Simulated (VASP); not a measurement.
# TaN (I4mm) in VASP: notebook

TaN is run at these levels: PBE; tasks: single point.

Program: VASP 6.6.1. These are calculated values, not measurements. Logs are shortened: lines on timing, memory, paths and dates and some standing lists are left out, and cuts for length are marked.

**1. The cell of the first run**

Symmetry: I4mm, No. 107, tetragonal system. The conventional cell has a = 3.123 Å, b = 3.123 Å, c = 4.417 Å, α = 90.00°, β = 90.00°, γ = 90.00°. Ta (site symmetry 4mm) has 6 N at 2.10 to 2.32 Å within 2.8 Å. N (site symmetry 4mm) has 6 Ta at 2.10 to 2.32 Å within 2.8 Å.

**2. Single point, PBE (all Ta atoms moved +0.113 Å, as atom 1 along Cartesian [0 0 1])**

Input file INCAR:

```
PREC = Accurate
ENCUT = 520
EDIFF = 1E-7
ISMEAR = 0
SIGMA = 0.15
LREAL = F
LASPH = T
NELM = 100
ALGO = Normal
ISIF = 2
LWAVE = F
LCHARG = F
GGA = PE
NBANDS = 15
```

Input file KPOINTS:

```
regular mesh
0
Gamma
  24 24 24
```

Input file POSCAR:

```
TaN
1.0
    0.0000000000      2.2086347786      2.2086347786
    2.2086347786      0.0000000000      2.2086347786
    2.2086347786      2.2086347786      0.0000000000
Ta N
1 1
Direct
    0.5254682216      0.5254682216      0.4745317784
    0.0000000000      0.0000000000      0.0000000000
```

Potentials or basis: VASP PAW PBE potentials, release 64 (Ta_pv, N).

Command:

```sh
> cat potpaw_PBE.64/Ta_pv/POTCAR potpaw_PBE.64/N/POTCAR > POTCAR
> mpirun -np 1 vasp_std > vasp.out
```

OUTCAR:

```text
PREC = Accurate
   ENCUT = 520
   EDIFF = 1E-7
   ISMEAR = 0
   LREAL = F
   LASPH = T
   NELM = 100
   ISIF = 2
   GGA = PE

 ion  position               nearest neighbor table
   1  0.525  0.525  0.475-   2 2.10   2 2.21   2 2.21   2 2.21   2 2.21   2 2.32
   2  0.000  0.000  0.000-   1 2.10   1 2.21   1 2.21   1 2.21   1 2.21   1 2.32

  LATTYP: Found a face centered cubic cell.
 ALAT       =     4.4172695572

  Lattice vectors:

 A1 = (   0.0000000000,   2.2086347786,   2.2086347786)
 A2 = (   2.2086347786,   0.0000000000,   2.2086347786)
 A3 = (   2.2086347786,   2.2086347786,   0.0000000000)

Analysis of symmetry for initial positions (statically):
=====================================================================
 Subroutine PRICEL returns:
 Original cell was already a primitive cell.

 Routine SETGRP: Setting up the symmetry group for a
 face centered cubic supercell.

 Subroutine GETGRP returns: Found  8 space group operations
 (whereof  8 operations were pure point group operations)
 out of a pool of 48 trial point group operations.

The static configuration has the point symmetry C_4v.

Analysis of symmetry for dynamics (positions and initial velocities):
=====================================================================
 Subroutine PRICEL returns:
 Original cell was already a primitive cell.

 Routine SETGRP: Setting up the symmetry group for a
 face centered cubic supercell.

 Subroutine GETGRP returns: Found  8 space group operations
 (whereof  8 operations were pure point group operations)
 out of a pool of 48 trial point group operations.

The dynamic configuration has the point symmetry C_4v.

 Subroutine INISYM returns: Found  8 space group operations
 (whereof  8 operations are pure point group operations),
 and found     1 'primitive' translations

----------------------------------------------------------------------------------------

                                     Primitive cell

  volume of cell :      21.5477

  direct lattice vectors                    reciprocal lattice vectors
     0.000000000  2.208634779  2.208634779    -0.226384192  0.226384192  0.226384192
     2.208634779  0.000000000  2.208634779     0.226384192 -0.226384192  0.226384192
     2.208634779  2.208634779  0.000000000     0.226384192  0.226384192 -0.226384192

  length of vectors
     3.123481258  3.123481258  3.123481258     0.392108923  0.392108923  0.392108923

  position of ions in fractional coordinates (direct lattice)
     0.525468222  0.525468222  0.474531778
     0.000000000  0.000000000  0.000000000

  ion indices of the primitive-cell ions
   primitive index   ion index
                 1           1
                 2           2

----------------------------------------------------------------------------------------

 KPOINTS: regular mesh

Automatic generation of k-mesh.
 Grid dimensions read from file:
 generate k-points for:   24   24   24

 Generating k-lattice:

  Cartesian coordinates                     Fractional coordinates (reciprocal lattice)
    -0.009432675  0.009432675  0.009432675     0.041666667  0.000000000  0.000000000
     0.009432675 -0.009432675  0.009432675     0.000000000  0.041666667  0.000000000
     0.009432675  0.009432675 -0.009432675     0.000000000  0.000000000  0.041666667

  Length of vectors
     0.016337872  0.016337872  0.016337872

  Shift w.r.t. Gamma in fractional coordinates (k-lattice)
     0.000000000  0.000000000  0.000000000

 Subroutine IBZKPT returns following result:
 ===========================================

 Found   1063 irreducible k-points:

 Following reciprocal coordinates:
            Coordinates               Weight
  0.000000  0.000000  0.000000      1.000000
  0.041667  0.000000  0.000000      8.000000
  0.083333  0.000000  0.000000      8.000000
  0.125000  0.000000  0.000000      8.000000
  0.166667  0.000000  0.000000      8.000000
  0.208333  0.000000  0.000000      8.000000
[... 16 lines left out ...]
  0.000000  0.208333  0.041667     16.000000
  0.250000  0.041667  0.000000      8.000000
 [... further k-points ...]
   k-points           NKPTS =   1063   k-points in BZ     NKDIM =   1063   number of bands    NBANDS=     15
   number of dos      NEDOS =    301   number of ions     NIONS =      2
   total plane-waves  NPLWV =  13824
   dimension x,y,z NGX =    24 NGY =   24 NGZ =   24
   dimension x,y,z NGXF=    48 NGYF=   48 NGZF=   48
   ions per type =               1   1
   NGX,Y,Z   is equivalent  to a cutoff of  12.77, 12.77, 12.77 a.u.
   NGXF,Y,Z  is equivalent  to a cutoff of  25.55, 25.55, 25.55 a.u.
 SYSTEM =  unknown system
   PREC   = accura    normal or accurate (medium, high low for compatibility)
   ISTART =      0    job   : 0-new  1-cont  2-samecut
   ICHARG =      2    charge: 1-file 2-atom 10-const
   ISPIN  =      1    spin polarized calculation?
   LNONCOLLINEAR =      F non collinear calculations
   LSORBIT =      F    spin-orbit coupling
   LASPH  =      T    aspherical Exc in radial PAW
   ENCUT  =  520.0 eV  38.22 Ry    6.18 a.u.   5.81  5.81  5.81*2*pi/ulx,y,z
   NELM   =    100;   NELMIN=  2; NELMDL= -5     # of ELM steps
   EDIFF  = 0.1E-06   stopping-criterion for ELM
   LREAL  =      F    real-space projection
   EDIFFG = 0.1E-05   stopping-criterion for IOM
   NSW    =      0    number of steps for IOM
   IBRION =     -1    ionic relax: 0-MD 1-quasi-New 2-CG
   NFREE  =      0    steps in history (QN), initial steepest desc. (CG)
   ISIF   =      2    stress and relaxation
   ISYM   =      2    0-nonsym 1-usesym 2-fastsym
   POTIM  = 0.5000    time-step for ionic-motion
   TEBEG  =    0.0;   TEEND  =   0.0 temperature during run
   PSTRESS=    0.0 pullay stress
   NELECT =      16.0000    total number of electrons
   NUPDOWN=      -1.0000    fix difference up-down
   EMIN   =  10.00;   EMAX   =-10.00  energy-range for DOS
   EFERMI =   0.00;   METHOD = LEGACY
   ISMEAR =     0;   SIGMA  =   0.15  broadening in eV -4-tet -1-fermi 0-gaus
   EFERMI_NEDOS =   21; number of points for ismear=-14 and -15
   IALGO  =     38    algorithm
   IMIX   =      4    mixing-type and parameters
     AMIX     =   0.40;   BMIX     =  1.00
     AMIX_MAG =   1.60;   BMIX_MAG =  1.00
  volume/ion in A,a.u.               =      10.77        72.71
  Fermi-wavevector in a.u.,A,eV,Ry     =   1.482453  2.801430 29.901072  2.197667
  Thomas-Fermi vector in A             =   2.596237
   LORBIT       =      0    0 simple, 1 ext, 2 COOP (PROOUT), +10 PAW based schemes
   GGA     = PE    functional components
   LHFCALC =     F    Hartree Fock is set to
   AEXX    =    0.0000 exact exchange contribution
   IVDW    =     0    specifies the selected vdW correction
   LEPSILON=     F    determine dielectric tensor
   LRPA    =     F    only Hartree local field effects (RPA)
 non-spin polarized calculation
 Gauss-broadening in eV      SIGMA  =   0.15
  energy-cutoff  :      520.00
  volume of cell :       21.55
 maximum number of plane-waves:       604
   NGX = 11   NGY = 11   NGZ = 11

 number of electron      16.0000002 magnetization

 Free energy of the ion-electron system (eV)
  ---------------------------------------------------
  ext. energy  EPLUGINS =         0.00000000
  ---------------------------------------------------
  free energy    TOTEN  =       -21.78403970 eV

  energy without entropy =      -21.77370566  energy(sigma->0) =      -21.77887268

 E-fermi :   9.3615     XC(G=0): -13.3579

 val. band max:        9.3588992288   @ k =   0.3750   0.1250  -0.2500
 cond. band min:       9.3618881414   @ k =   0.0833   0.2500   0.1667
 fundamental gap:      0.0029889126
 Fermi energy:         9.3614950465

 k-point     1 :       0.0000    0.0000    0.0000
  band No.  band energies     occupation
      1     -26.3961      2.00000
      2     -26.3851      2.00000
      3     -26.3851      2.00000
      4      -9.3591      2.00000
      5       5.2964      2.00000
      6       5.2964      2.00000
      7       5.3297      2.00000
      8       7.3419      2.00000
      9       7.6784      2.00000
     10       7.6784      2.00000
     11       9.4734      0.29139
     12       9.8464      0.00000
     13      10.7688      0.00000
     14      18.7595      0.00000
     15      21.7588      0.00000

 k-point     2 :       0.0417    0.0000    0.0000
  band No.  band energies     occupation
      1     -26.4064      2.00000
      2     -26.3912      2.00000
      3     -26.3866      2.00000
      4      -9.3179      2.00000
      5       4.9623      2.00000
      6       5.1816      2.00000
      7       5.3726      2.00000
      8       7.3575      2.00000
      9       7.6911      2.00000
     10       7.7383      2.00000
     11       9.6667      0.00401
     12      10.0157      0.00000
     13      10.9090      0.00000
     14      18.8898      0.00000
     15      21.7587      0.00000

 k-point     3 :       0.0833    0.0000    0.0000
  band No.  band energies     occupation
      1     -26.4484      2.00000
      2     -26.3969      2.00000
      3     -26.3907      2.00000
      4      -9.1964      2.00000
      5       4.4299      2.00000
      6       4.8760      2.00000
      7       5.1165      2.00000
      8       7.4602      2.00000
      9       7.7672      2.00000
     10       7.8741      2.00000
     11      10.1671      0.00000
     12      10.4631      0.00000
     13      11.2947      0.00000
     14      19.2676      0.00000
     15      21.7585      0.00000
[... 343 lines left out ...]
 k-point    23 :       0.0000    0.2083    0.0417
  band No.  band energies     occupation
      1     -26.6727      2.00000
      2     -26.4298      2.00000
      3     -26.4111      2.00000
      4      -8.5130      2.00000
      5       2.5383      2.00000
      6       3.6237      2.00000
      7       3.9798      2.00000
      8       7.8079      2.00000
      9       8.5936      2.00000
     10       8.7571      2.00000
     11      11.8915      0.00000
     12      12.2902      0.00000
     13      13.3422      0.00000
     14      21.1301      0.00000
     15      21.7579      0.00000

 k-point    24 :       0.2500    0.0417    0.0000
  band No.  band energies     occupation
      1     -26.7783      2.00000
      2     -26.4353      2.00000
      3     -26.4250      2.00000
      4      -8.1756      2.00000
      5       1.8752      2.00000
      6       3.2553      2.00000
      7       3.4312      2.00000
      8       8.1374      2.00000
      9       9.0061      1.99920
     10       9.1857      1.90254
     11      12.5769      0.00000
     12      13.0162      0.00000
     13      14.1043      0.00000
     14      21.6402      0.00000
     15      21.7745      0.00000

 [... further k-points ...]

------------------------ aborting loop because EDIFF is reached ----------------------------------------

  FORCE on cell =-STRESS in cart. coord.  units (eV):
  Direction    XX          YY          ZZ          XY          YZ          ZX
  --------------------------------------------------------------------------------------
  -------------------------------------------------------------------------------------
  Total        0.1136624      0.1136624      0.9066314      0.0000000      0.0000000     -0.0000000
  in kB        8.4513446      8.4513446     67.4123741      0.0000000      0.0000000     -0.0000000
  external PRESSURE =      28.1050211 kB  Pullay stress =       0.0000000 kB

 VOLUME and BASIS-vectors are now :
 -----------------------------------------------------------------------------
  energy-cutoff  :      520.00
  volume of cell :       21.55
      direct lattice vectors                 reciprocal lattice vectors
     0.000000000  2.208634779  2.208634779    -0.226384192  0.226384192  0.226384192
     2.208634779  0.000000000  2.208634779     0.226384192 -0.226384192  0.226384192
     2.208634779  2.208634779  0.000000000     0.226384192  0.226384192 -0.226384192

 POSITION                                       TOTAL-FORCE (eV/Angst)
 -----------------------------------------------------------------------------------
      2.20863      2.20863      2.32113         0.000000      0.000000     -0.894851
      0.00000      0.00000      0.00000         0.000000      0.000000      0.894851
 -----------------------------------------------------------------------------------
    total drift:                                0.000000      0.000000     -0.000089

  FREE ENERGIE OF THE ION-ELECTRON SYSTEM (eV)
  ---------------------------------------------------
  free  energy   TOTEN  =       -21.7840397023 eV

  energy  without entropy=      -21.7737056594  energy(sigma->0) =      -21.77887268
```

Wall time 3.9 min (1 thread of Intel Xeon 6975P-C (Granite Rapids), shared host); peak memory 0.44 GiB.

What came out:

- Free energy: -21.7840 eV
- Pressure: 2.8 GPa
- Largest force: 0.895 eV/Å
- Band gap on the k mesh: zero (bands 8 and 9 overlap by 3.58 eV)

Forces in eV/Å, atoms in the order of the input:
```
Ta   0.000  0.000 -0.895
N    0.000  0.000  0.895
```

Stress tensor (GPa, compression positive):
```
0.85 0.00 0.00
0.00 0.85 0.00
0.00 0.00 6.74
```

Caveat: the cell differs from its parent crystal (all Ta atoms moved +0.113 Å, as atom 1 along Cartesian [0 0 1]); spin-orbit coupling is left out, which moves the levels of the heavy elements.

**3. Single point, PBE (all Ta atoms moved +0.037 Å, as atom 1 along Cartesian [0 0 1])**

Input file INCAR:

```
SYSTEM = TaN
PREC = Accurate
ENCUT = 520
EDIFF = 1E-7
ISMEAR = 0
SIGMA = 0.15
LREAL = .FALSE.
LASPH = .TRUE.
NELM = 80
ALGO = Normal
ISIF = 2
LWAVE = .FALSE.
LCHARG = .FALSE.
GGA = PE
NBANDS = 15
```

Input file KPOINTS:

```
Automatic mesh
0
G
  24 24 24
  0 0 0
```

POSCAR, as its differences from that of step 2:

```diff
@@ -8,3 +8,3 @@
 Direct
-    0.5254682216      0.5254682216      0.4745317784
+    0.5084894072      0.5084894072      0.4915105928
     0.0000000000      0.0000000000      0.0000000000
```

Potentials or basis: VASP PAW PBE potentials, release 64 (Ta_pv, N).

Command:

```sh
> cat potpaw_PBE.64/Ta_pv/POTCAR potpaw_PBE.64/N/POTCAR > POTCAR
> mpirun -np 1 vasp_std > vasp.out
```

OUTCAR:

```text
SYSTEM = TaN
   PREC = Accurate
   ENCUT = 520
   EDIFF = 1E-7
   ISMEAR = 0
   LREAL = .FALSE.
   LASPH = .TRUE.
   NELM = 80
   ISIF = 2
   GGA = PE

 ion  position               nearest neighbor table
   1  0.508  0.508  0.492-   2 2.17   2 2.21   2 2.21   2 2.21   2 2.21   2 2.25
   2  0.000  0.000  0.000-   1 2.17   1 2.21   1 2.21   1 2.21   1 2.21   1 2.25

  LATTYP: Found a face centered cubic cell.
 ALAT       =     4.4172695572

  Lattice vectors:

 A1 = (   0.0000000000,   2.2086347786,   2.2086347786)
 A2 = (   2.2086347786,   0.0000000000,   2.2086347786)
[... 618 lines left out ...]

  FORCE on cell =-STRESS in cart. coord.  units (eV):
  Direction    XX          YY          ZZ          XY          YZ          ZX
  --------------------------------------------------------------------------------------
  -------------------------------------------------------------------------------------
  Total        0.1020801      0.1020801      0.1937008      0.0000000      0.0000000      0.0000000
  in kB        7.5901447      7.5901447     14.4025778      0.0000000      0.0000000      0.0000000
  external PRESSURE =       9.8609557 kB  Pullay stress =       0.0000000 kB

 VOLUME and BASIS-vectors are now :
 -----------------------------------------------------------------------------
  energy-cutoff  :      520.00
  volume of cell :       21.55
      direct lattice vectors                 reciprocal lattice vectors
     0.000000000  2.208634779  2.208634779    -0.226384192  0.226384192  0.226384192
     2.208634779  0.000000000  2.208634779     0.226384192 -0.226384192  0.226384192
     2.208634779  2.208634779  0.000000000     0.226384192  0.226384192 -0.226384192

 POSITION                                       TOTAL-FORCE (eV/Angst)
 -----------------------------------------------------------------------------------
      2.20863      2.20863      2.24613         0.000000      0.000000     -0.266437
      0.00000      0.00000      0.00000         0.000000      0.000000      0.266437
 -----------------------------------------------------------------------------------
    total drift:                                0.000000      0.000000     -0.000037

  FREE ENERGIE OF THE ION-ELECTRON SYSTEM (eV)
  ---------------------------------------------------
  free  energy   TOTEN  =       -21.8265471953 eV

  energy  without entropy=      -21.8161143736  energy(sigma->0) =      -21.82133078
```

OSZICAR:

```text
N       E                     dE             d eps       ncg     rms          rms(c)
DAV:   1     0.898649348983E+02    0.89865E+02   -0.87926E+03 31928   0.113E+03
DAV:   2    -0.220470223199E+02   -0.11191E+03   -0.10538E+03 39548   0.303E+02
DAV:   3    -0.248457034470E+02   -0.27987E+01   -0.27786E+01 35131   0.446E+01
DAV:   4    -0.248568651805E+02   -0.11162E-01   -0.11156E-01 42108   0.302E+00
DAV:   5    -0.248569399218E+02   -0.74741E-04   -0.74740E-04 35854   0.220E-01    0.235E+01
DAV:   6    -0.219222672211E+02    0.29347E+01   -0.55025E+00 39117   0.263E+01    0.968E+00
DAV:   7    -0.218610438073E+02    0.61223E-01   -0.57226E-01 35362   0.614E+00    0.678E+00
DAV:   8    -0.218337628383E+02    0.27281E-01   -0.15164E-01 38092   0.333E+00    0.168E+00
DAV:   9    -0.218266144914E+02    0.71483E-02   -0.19662E-02 36888   0.115E+00    0.316E-01
DAV:  10    -0.218265860324E+02    0.28459E-04   -0.13800E-03 37777   0.385E-01    0.576E-02
DAV:  11    -0.218265474427E+02    0.38590E-04   -0.72400E-05 36756   0.100E-01    0.170E-02
DAV:  12    -0.218265475986E+02   -0.15590E-06   -0.62906E-06 38155   0.242E-02    0.702E-03
DAV:  13    -0.218265471681E+02    0.43046E-06   -0.19870E-07 36914   0.432E-03    0.232E-03
DAV:  14    -0.218265471953E+02   -0.27150E-07   -0.13644E-08 22049   0.115E-03
   1 F= -.21826547E+02 E0= -.21821331E+02  d E =-.104328E-01
```

stdout:

```text
POSCAR found type information on POSCAR TaN
 POSCAR found :  2 types and       2 ions
 scaLAPACK will be used
 LDA part: xc-table for (Slater+PW92), standard interpolation
 POSCAR, INCAR and KPOINTS ok, starting setup
 FFT: planning ... GRIDC
 FFT: planning ... GRID_SOFT
 FFT: planning ... GRID
 WAVECAR not read
 entering main loop
```

Run time: 3.7 min. Hardware: 1 thread of Intel Xeon 6975P-C (Granite Rapids), shared host; peak memory 0.44 GiB.

What came out:

```yaml
Free_energy: -21.8265 eV
Pressure: 1.0 GPa
Largest_force: 0.266 eV/Å
Band_gap_on_the_k_mesh: zero (bands 8 and 9 overlap by 3.88 eV)
```

Forces in eV/Å, atoms in the order of the input:
```
Ta   0.000  0.000 -0.266
N    0.000  0.000  0.266
```

Levels at points of the mesh, in eV from the Fermi level:
| k point | band 6 | band 7 | band 8 | band 9 | band 10 | band 11 |
| --- | --- | --- | --- | --- | --- | --- |
| (0.00, 0.00, 0.00) | -3.82 | -3.82 | -2.06 | -2.02 | -2.02 | 0.07 |
| (0.50, 0.00, 0.00) | -7.48 | -7.47 | 1.86 | 1.87 | 1.95 | 3.78 |
| (0.50, 0.50, 0.00) | -5.37 | -4.61 | -4.61 | 2.08 | 3.47 | 3.47 |
| (0.00, 0.50, 0.50) | -5.47 | -4.61 | -4.50 | 2.09 | 3.47 | 3.47 |

Caveat: the cell differs from its parent crystal (all Ta atoms moved +0.037 Å, as atom 1 along Cartesian [0 0 1]); spin-orbit coupling is left out, which moves the levels of the heavy elements.
